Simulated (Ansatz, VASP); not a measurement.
**One calculation of MgCd5O6, two programs**

```
CELL_PARAMETERS angstrom
3.29999 0.00000 0.00000
0.00000 4.70453 0.00000
0.00000 0.00000 10.02560
ATOMIC_POSITIONS crystal
Mg 0.50000 0.50000 0.50000
Cd 0.00000 0.00000 0.00000
Cd 0.50000 0.50000 0.17325
Cd 0.00000 0.00000 0.33816
Cd 0.00000 0.00000 0.66183
Cd 0.50000 0.50000 0.82676
O 0.00000 0.50000 0.00000
O 0.50000 0.00000 0.16858
O 0.00000 0.50000 0.35350
O 0.50000 0.00000 0.50000
O 0.00000 0.50000 0.64650
O 0.50000 0.00000 0.83142
```

Alike in both runs: task single point; functional PBE; k mesh 6 × 4 × 2; occupations gaussian, width 0.1 eV; no spin polarisation.

|  | VASP | Ansatz |
| --- | --- | --- |
| version | VASP 6.6.1 | Ansatz 0.2.0 |
| potentials or method | VASP PAW PBE potentials, release 64 (Mg, Cd, O), cutoff 520 eV | scalar-relativistic, plane waves, PAW |
| valence electrons in the cell | 98 | 146 |

|  | VASP | Ansatz | Ansatz less VASP |
| --- | --- | --- | --- |
| gap on the k mesh at the Fermi level (eV) | none | none | - |
| pressure (GPa) | 1.1 | 0.0 | -1.04 |
| traceless stress, the component that is largest in VASP (GPa) | -0.06 | 0.01 | +0.063 |
| rms of the force components (eV/Å) | 0.020 | 0.007 | -0.0130 |

Atom by atom the forces differ by 0.016 eV/Å (rms over components). A gap of «none» marks a metal or a gap that the smearing closes. VASP's potentials hold 98 valence electrons a cell and Ansatz's 146, so a difference there can come from the potentials and not from the codes.
